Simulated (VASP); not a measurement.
# Hg (P6_3/mmc) in VASP: notebook

Hg is run at these levels: PBEsol+D3(BJ); tasks: single point.

All numbers are computed with VASP 6.6.1; they aren't measurements. Logs are shortened: lines on timing, memory, paths and dates and some standing lists are left out, and cuts for length are marked.

**1. The cell of the first run**

Symmetry: P6_3/mmc, No. 194, hexagonal system. The conventional cell has a = 3.133 Å, b = 3.133 Å, c = 5.021 Å, α = 90.00°, β = 90.00°, γ = 120.00°. Within 4.1 Å of Hg (site symmetry -6m2) lie 12 Hg at 3.09 to 3.13 Å.

**2. Single point, PBEsol+D3(BJ) (21.34 Å³/atom)**

The input, INCAR:

```
  ALGO = Fast
  EDIFF = 1E-6
  ENCUT = 520
  GGA = PS
  ISIF = 2
  ISMEAR = 0
  IVDW = 12
  LASPH = True
  LCHARG = False
  LREAL = False
  LWAVE = False
  NBANDS = 19
  NELM = 80
  PREC = Accurate
  SIGMA = 0.15
```

The input, KPOINTS:

```
k-points
0
Gamma
  18 18 10
```

The input, POSCAR:

```
Hg
1.0
    3.1328747061      0.0000000000      0.0000000000
   -1.5664373530      2.7131490823      0.0000000000
    0.0000000000      0.0000000000      5.0214376790
Hg
2
Direct
    0.6666666667      0.3333333333      0.7500000000
    0.3333333333      0.6666666667      0.2500000000
```

Potentials or basis: VASP PAW PBE potentials, release 64 (Hg).

Started as:

```bash
> cat potpaw_PBE.64/Hg/POTCAR > POTCAR
> mpirun -np 1 vasp_std > vasp.out
```

OUTCAR:

```text
EDIFF = 1E-6
   ENCUT = 520
   GGA = PS
   ISIF = 2
   ISMEAR = 0
   IVDW = 12
   LASPH = True
   LREAL = False
   NELM = 80
   PREC = Accurate
 IVDW          = 12

 ion  position               nearest neighbor table
   1  0.667  0.333  0.750-   2 3.09   2 3.09   2 3.09   2 3.09   2 3.09   2 3.09
   2  0.333  0.667  0.250-   1 3.09   1 3.09   1 3.09   1 3.09   1 3.09   1 3.09

  LATTYP: Found a hexagonal cell.
 ALAT       =     3.1328747061
 C/A-ratio  =     1.6028210989

  Lattice vectors:

 A1 = (   3.1328747061,   0.0000000000,   0.0000000000)
 A2 = (  -1.5664373530,   2.7131490823,   0.0000000000)
 A3 = (   0.0000000000,   0.0000000000,   5.0214376790)

Analysis of symmetry for initial positions (statically):
=====================================================================
 Subroutine PRICEL returns:
 Original cell was already a primitive cell.

 Routine SETGRP: Setting up the symmetry group for a
 hexagonal supercell.

 Subroutine GETGRP returns: Found 24 space group operations
 (whereof 12 operations were pure point group operations)
 out of a pool of 24 trial point group operations.

The static configuration has the point symmetry D_3d.
 The point group associated with its full space group is D_6h.

Analysis of symmetry for dynamics (positions and initial velocities):
=====================================================================
 Subroutine PRICEL returns:
 Original cell was already a primitive cell.

 Routine SETGRP: Setting up the symmetry group for a
 hexagonal supercell.

 Subroutine GETGRP returns: Found 24 space group operations
 (whereof 12 operations were pure point group operations)
 out of a pool of 24 trial point group operations.

The dynamic configuration has the point symmetry D_3d.
 The point group associated with its full space group is D_6h.

 Subroutine INISYM returns: Found 24 space group operations
 (whereof 12 operations are pure point group operations),
 and found     1 'primitive' translations

----------------------------------------------------------------------------------------

                                     Primitive cell

  volume of cell :      42.6820

  direct lattice vectors                    reciprocal lattice vectors
     3.132874706  0.000000000  0.000000000     0.319195657  0.184287698  0.000000000
    -1.566437353  2.713149082  0.000000000     0.000000000  0.368575397  0.000000000
     0.000000000  0.000000000  5.021437679     0.000000000  0.000000000  0.199146154

  length of vectors
     3.132874706  3.132874706  5.021437679     0.368575397  0.368575397  0.199146154

  position of ions in fractional coordinates (direct lattice)
     0.666666667  0.333333333  0.750000000
     0.333333333  0.666666667  0.250000000

  ion indices of the primitive-cell ions
   primitive index   ion index
                 1           1
                 2           2

----------------------------------------------------------------------------------------

 KPOINTS: k-points

Automatic generation of k-mesh.
 Grid dimensions read from file:
 generate k-points for:   18   18   10

 Generating k-lattice:

  Cartesian coordinates                     Fractional coordinates (reciprocal lattice)
     0.017733092  0.010238205  0.000000000     0.055555556  0.000000000  0.000000000
     0.000000000  0.020476411  0.000000000     0.000000000  0.055555556  0.000000000
     0.000000000  0.000000000  0.019914615     0.000000000  0.000000000  0.100000000

  Length of vectors
     0.020476411  0.020476411  0.019914615

  Shift w.r.t. Gamma in fractional coordinates (k-lattice)
     0.000000000  0.000000000  0.000000000

 Subroutine IBZKPT returns following result:
 ===========================================

 Found    222 irreducible k-points:

 Following reciprocal coordinates:
            Coordinates               Weight
  0.000000  0.000000  0.000000      1.000000
  0.055556  0.000000  0.000000      6.000000
  0.111111  0.000000  0.000000      6.000000
  0.166667 -0.000000  0.000000      6.000000
  0.222222 -0.000000  0.000000      6.000000
  0.277778 -0.000000  0.000000      6.000000
[... 16 lines left out ...]
  0.333333  0.111111  0.000000     12.000000
  0.388889  0.111111  0.000000     12.000000
 [... further k-points ...]
   k-points           NKPTS =    222   k-points in BZ     NKDIM =    222   number of bands    NBANDS=     19
   number of dos      NEDOS =    301   number of ions     NIONS =      2
   total plane-waves  NPLWV =  23040
   dimension x,y,z NGX =    24 NGY =   24 NGZ =   40
   dimension x,y,z NGXF=    48 NGYF=   48 NGZF=   80
   ions per type =               2
   NGX,Y,Z   is equivalent  to a cutoff of  12.74, 12.74, 13.24 a.u.
   NGXF,Y,Z  is equivalent  to a cutoff of  25.47, 25.47, 26.49 a.u.
 SYSTEM =  unknown system
   PREC   = accura    normal or accurate (medium, high low for compatibility)
   ISTART =      0    job   : 0-new  1-cont  2-samecut
   ICHARG =      2    charge: 1-file 2-atom 10-const
   ISPIN  =      1    spin polarized calculation?
   LNONCOLLINEAR =      F non collinear calculations
   LSORBIT =      F    spin-orbit coupling
   LASPH  =      T    aspherical Exc in radial PAW
   ENCUT  =  520.0 eV  38.22 Ry    6.18 a.u.   5.83  5.83  9.34*2*pi/ulx,y,z
   NELM   =     80;   NELMIN=  2; NELMDL= -5     # of ELM steps
   EDIFF  = 0.1E-05   stopping-criterion for ELM
   LREAL  =      F    real-space projection
   EDIFFG = 0.1E-04   stopping-criterion for IOM
   NSW    =      0    number of steps for IOM
   IBRION =     -1    ionic relax: 0-MD 1-quasi-New 2-CG
   NFREE  =      0    steps in history (QN), initial steepest desc. (CG)
   ISIF   =      2    stress and relaxation
   ISYM   =      2    0-nonsym 1-usesym 2-fastsym
   POTIM  = 0.5000    time-step for ionic-motion
   TEBEG  =    0.0;   TEEND  =   0.0 temperature during run
   PSTRESS=    0.0 pullay stress
   NELECT =      24.0000    total number of electrons
   NUPDOWN=      -1.0000    fix difference up-down
   EMIN   =  10.00;   EMAX   =-10.00  energy-range for DOS
   EFERMI =   0.00;   METHOD = LEGACY
   ISMEAR =     0;   SIGMA  =   0.15  broadening in eV -4-tet -1-fermi 0-gaus
   EFERMI_NEDOS =   21; number of points for ismear=-14 and -15
   IALGO  =     68    algorithm
   IMIX   =      4    mixing-type and parameters
     AMIX     =   0.40;   BMIX     =  1.00
     AMIX_MAG =   1.60;   BMIX_MAG =  1.00
  volume/ion in A,a.u.               =      21.34       144.02
  Fermi-wavevector in a.u.,A,eV,Ry     =   1.351233  2.553461 24.841943  1.825831
  Thomas-Fermi vector in A             =   2.478672
   LORBIT       =      0    0 simple, 1 ext, 2 COOP (PROOUT), +10 PAW based schemes
   GGA     = PS    functional components
   LHFCALC =     F    Hartree Fock is set to
   AEXX    =    0.0000 exact exchange contribution
   IVDW    =    12    specifies the selected vdW correction
   LEPSILON=     F    determine dielectric tensor
   LRPA    =     F    only Hartree local field effects (RPA)
 non-spin polarized calculation
 RMM-DIIS sequential band-by-band and
 Gauss-broadening in eV      SIGMA  =   0.15
  energy-cutoff  :      520.00
  volume of cell :       42.68
 maximum number of plane-waves:      1182
 NGX is ok and might be reduce to    24
   NGX = 11   NGY = 11   NGZ = 19

 number of electron      24.0000002 magnetization

 Free energy of the ion-electron system (eV)
  ---------------------------------------------------
  ext. energy  EPLUGINS =         0.00000000
  ---------------------------------------------------
  free energy    TOTEN  =        -1.01245689 eV

  energy without entropy =       -1.00375046  energy(sigma->0) =       -1.00810368

 E-fermi :   3.3953     XC(G=0): -11.6125

 val. band max:        3.3893996099   @ k =   0.3333   0.0000   0.0000
 cond. band min:       3.3983120389   @ k =   0.2778   0.2778   0.2000
 fundamental gap:      0.0089124290
 Fermi energy:         3.3953099402

 k-point     1 :       0.0000    0.0000    0.0000
  band No.  band energies     occupation
      1      -6.5676      2.00000
      2      -5.1749      2.00000
      3      -3.8752      2.00000
      4      -3.8452      2.00000
      5      -3.8452      2.00000
      6      -3.6629      2.00000
[... 11 lines left out ...]
     18      18.5791      0.00000
     19      19.2641      0.00000

 k-point     2 :       0.0556    0.0000    0.0000
  band No.  band energies     occupation
      1      -6.4924      2.00000
      2      -5.1303      2.00000
      3      -3.9434      2.00000
      4      -3.8096      2.00000
      5      -3.7753      2.00000
      6      -3.6745      2.00000
[... 11 lines left out ...]
     18      18.6672      0.00000
     19      19.7131      0.00000

 k-point     3 :       0.1111    0.0000    0.0000
  band No.  band energies     occupation
      1      -6.2725      2.00000
      2      -5.0086      2.00000
      3      -4.0258      2.00000
      4      -3.7252      2.00000
      5      -3.7055      2.00000
      6      -3.6539      2.00000
[... 11 lines left out ...]
     18      19.1074      0.00000
     19      19.4370      0.00000

 k-point     4 :       0.1667   -0.0000    0.0000
  band No.  band energies     occupation
      1      -5.9292      2.00000
      2      -4.8542      2.00000
      3      -4.0840      2.00000
      4      -3.7598      2.00000
      5      -3.7399      2.00000
      6      -3.6184      2.00000
[... 11 lines left out ...]
     18      17.9495      0.00000
     19      18.9672      0.00000

 k-point     5 :       0.2222   -0.0000    0.0000
  band No.  band energies     occupation
      1      -5.5159      2.00000
      2      -4.7588      2.00000
      3      -4.0412      2.00000
      4      -3.9587      2.00000
      5      -3.7739      2.00000
      6      -3.7067      2.00000
[... 11 lines left out ...]
     18      16.6373      0.00000
     19      18.3769      0.00000

 k-point     6 :       0.2778   -0.0000    0.0000
  band No.  band energies     occupation
      1      -5.1468      2.00000
      2      -4.7801      2.00000
      3      -4.1946      2.00000
      4      -3.8367      2.00000
      5      -3.7940      2.00000
      6      -3.7266      2.00000
[... 11 lines left out ...]
     18      16.4684      0.00000
     19      17.6868      0.00000

 k-point     7 :       0.3333    0.0000    0.0000
  band No.  band energies     occupation
      1      -4.9437      2.00000
      2      -4.8564      2.00000
      3      -4.4059      2.00000
      4      -3.8711      2.00000
      5      -3.6515      2.00000
      6      -3.5017      2.00000
[... 11 lines left out ...]
     18      16.4312      0.00000
     19      17.1147      0.00000

 k-point     8 :       0.3889   -0.0000    0.0000
  band No.  band energies     occupation
      1      -4.9513      2.00000
      2      -4.8634      2.00000
      3      -4.5683      2.00000
      4      -3.9311      2.00000
      5      -3.5517      2.00000
      6      -3.5083      2.00000
[... 256 lines left out ...]
 k-point    20 :       0.1667    0.1111    0.0000
  band No.  band energies     occupation
      1      -5.3302      2.00000
      2      -4.6340      2.00000
      3      -4.1892      2.00000
      4      -4.0083      2.00000
      5      -3.7941      2.00000
      6      -3.7585      2.00000
[... 11 lines left out ...]
     18      17.2573      0.00000
     19      17.2941      0.00000

 k-point    21 :       0.2222    0.1111    0.0000
  band No.  band energies     occupation
      1      -4.9709      2.00000
      2      -4.6394      2.00000
      3      -4.2312      2.00000
      4      -4.0490      2.00000
      5      -3.8645      2.00000
      6      -3.7117      2.00000
[... 11 lines left out ...]
     18      16.5568      0.00000
     19      16.6453      0.00000

 k-point    22 :       0.2778    0.1111    0.0000
  band No.  band energies     occupation
      1      -4.7776      2.00000
      2      -4.7210      2.00000
      3      -4.4282      2.00000
      4      -3.9189      2.00000
      5      -3.7650      2.00000
      6      -3.6161      2.00000
[... 11 lines left out ...]
     18      15.9092      0.00000
     19      16.1631      0.00000

 k-point    23 :       0.3333    0.1111    0.0000
  band No.  band energies     occupation
      1      -4.8065      2.00000
      2      -4.7193      2.00000
      3      -4.5789      2.00000
      4      -3.9556      2.00000
      5      -3.5353      2.00000
      6      -3.5236      2.00000
[... 11 lines left out ...]
     18      15.3984      0.00000
     19      15.8131      0.00000

 k-point    24 :       0.3889    0.1111    0.0000
  band No.  band energies     occupation
      1      -4.8640      2.00000
      2      -4.7137      2.00000
      3      -4.6728      2.00000
      4      -3.9756      2.00000
      5      -3.5751      2.00000
      6      -3.4599      2.00000
[... 11 lines left out ...]
     18      15.0706      0.00000
     19      15.6008      0.00000

 [... further k-points ...]

------------------------ aborting loop because EDIFF is reached ----------------------------------------

 Edisp (eV)   -0.93880

 E8    (eV) :    -0.6372

  FORCE on cell =-STRESS in cart. coord.  units (eV):
  Direction    XX          YY          ZZ          XY          YZ          ZX
  --------------------------------------------------------------------------------------
  -------------------------------------------------------------------------------------
  Total       0.52202     0.52202     0.46243     0.00000    -0.00000     0.00000
  in kB      19.59524    19.59524    17.35862     0.00000    -0.00000     0.00000
  external pressure =       18.85 kB  Pullay stress =        0.00 kB

 VOLUME and BASIS-vectors are now :
 -----------------------------------------------------------------------------
  energy-cutoff  :      520.00
  volume of cell :       42.68
      direct lattice vectors                 reciprocal lattice vectors
     3.132874706  0.000000000  0.000000000     0.319195657  0.184287698  0.000000000
    -1.566437353  2.713149082  0.000000000     0.000000000  0.368575397  0.000000000
     0.000000000  0.000000000  5.021437679     0.000000000  0.000000000  0.199146154

 POSITION                                       TOTAL-FORCE (eV/Angst)
 -----------------------------------------------------------------------------------
      1.56644      0.90438      3.76608         0.000000     -0.000000      0.000000
     -0.00000      1.80877      1.25536        -0.000000      0.000000      0.000000
 -----------------------------------------------------------------------------------
    total drift:                               -0.000000      0.000000     -0.000000

  FREE ENERGIE OF THE ION-ELECTRON SYSTEM (eV)
  ---------------------------------------------------
  free  energy   TOTEN  =        -1.9512545714 eV

  energy  without entropy=       -1.9425481432  energy(sigma->0) =       -1.94690136
```

It took 2.5 min on 1 thread of Intel Xeon 8259CL, shared host; peak memory 0.28 GiB.

What came out:

| Quantity | Value |
| --- | --- |
| Free energy | -1.9513 eV |
| Pressure | 1.9 GPa |
| Band gap on the k mesh | zero (bands 12 and 13 overlap by 1.52 eV) |
| Dispersion energy per atom | -0.469 eV |

Caveat: the PAW data sets were made with another functional, which shifts forces and pressure a little; spin-orbit coupling is left out, which moves the levels of the heavy elements.

**3. Single point, PBEsol+D3(BJ) (21.34 Å³/atom)**

The input, INCAR:

```
SYSTEM = Hg
PREC = Accurate
ENCUT = 520
EDIFF = 1E-6
ISMEAR = 0
SIGMA = 0.15
LREAL = .FALSE.
LASPH = .TRUE.
NELM = 60
ALGO = Fast
ISIF = 2
LWAVE = .FALSE.
LCHARG = .FALSE.
GGA = PS
IVDW = 12
NBANDS = 19
```

The input, KPOINTS:

```
Automatic mesh
0
G
  18 18 10
  0 0 0
```

The input, POSCAR:

```
Hg
1.0
    3.0912774288      0.0000000000      0.0000000000
   -1.5456387144      2.6771247835      0.0000000000
    0.0000000000      0.0000000000      5.1574872622
Hg
2
Direct
    0.6666666667      0.3333333333      0.7500000000
    0.3333333333      0.6666666667      0.2500000000
```

Potentials or basis: VASP PAW PBE potentials, release 64 (Hg).

Started as:

```bash
> cat potpaw_PBE.64/Hg/POTCAR > POTCAR
> mpirun -np 1 vasp_std > vasp.out
```

Run time: 1.9 min. Hardware: 1 thread of Intel Xeon 8259CL, shared host; peak memory 0.28 GiB.

It converged, with:

```yaml
Free_energy: -1.9503 eV
Pressure: 1.8 GPa
Band_gap_on_the_k_mesh: zero (bands 12 and 13 overlap by 1.98 eV)
Dispersion_energy_per_atom: -0.469 eV
```

Levels at points of the mesh, in eV from the Fermi level:
| k point | band 9 | band 10 | band 11 | band 12 | band 13 | band 14 | band 15 | band 16 |
| --- | --- | --- | --- | --- | --- | --- | --- | --- |
| (0.00, 0.00, 0.00) | -6.74 | -5.98 | -5.98 | -2.22 | -1.61 | 13.40 | 13.81 | 13.81 |
| (0.50, 0.00, 0.00) | -5.83 | -5.73 | -2.43 | -2.23 | 2.83 | 2.99 | 4.08 | 7.46 |
| (0.00, 0.00, 0.50) | -6.24 | -6.24 | -6.24 | -6.24 | 6.65 | 6.65 | 13.68 | 13.68 |
| (0.50, 0.00, 0.50) | -5.77 | -5.77 | -1.46 | -1.46 | -0.25 | -0.25 | 9.85 | 9.85 |

Caveat: the PAW data sets were made with another functional, which shifts forces and pressure a little; spin-orbit coupling is left out, which moves the levels of the heavy elements.
